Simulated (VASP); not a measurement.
Input of a VASP 6.6.1 run:

Contents of INCAR:

```
PREC = Accurate ; ENCUT = 520
EDIFF = 1E-6 ; ISMEAR = 0
SIGMA = 0.05 ; LREAL = F
LASPH = T ; NELM = 80
ALGO = Normal ; ISIF = 2
LWAVE = F ; LCHARG = F
GGA = PE ; NBANDS = 26
```

KPOINTS

```
regular mesh
0
Gamma
  6 6 10
```

The input POSCAR:

```
BN
1.0
    4.4890000000      0.0000000000      0.0000000000
    0.0000000000      4.4890000000      0.0000000000
    0.0000000000      0.0000000000      2.5491935092
B N
4 4
Direct
    0.1742811368      0.8257188632      0.5000000000
    0.3257188632      0.3257188632      0.0000000000
    0.6742811368      0.6742811368      0.0000000000
    0.8257188632      0.1742811368      0.5000000000
    0.8126115048      0.8126115048      0.5000000000
    0.3126115048      0.6873884952      0.0000000000
    0.6873884952      0.3126115048      0.0000000000
    0.1873884952      0.1873884952      0.5000000000
```

Potentials or basis: VASP PAW PBE potentials, release 64 (B, N).

The run is started by

```sh
$ cat potpaw_PBE.64/B/POTCAR potpaw_PBE.64/N/POTCAR > POTCAR
$ mpirun -np 1 vasp_std > vasp.out
```

(1) What does it give for the largest force?

(2) What does it give for the pressure?

(3) Predict the band gap on the k mesh.

Answers

(1) 0.164 eV/Å.

(2) -9.2 GPa.

(3) 4.85 eV, indirect (least direct gap 5.92 eV).
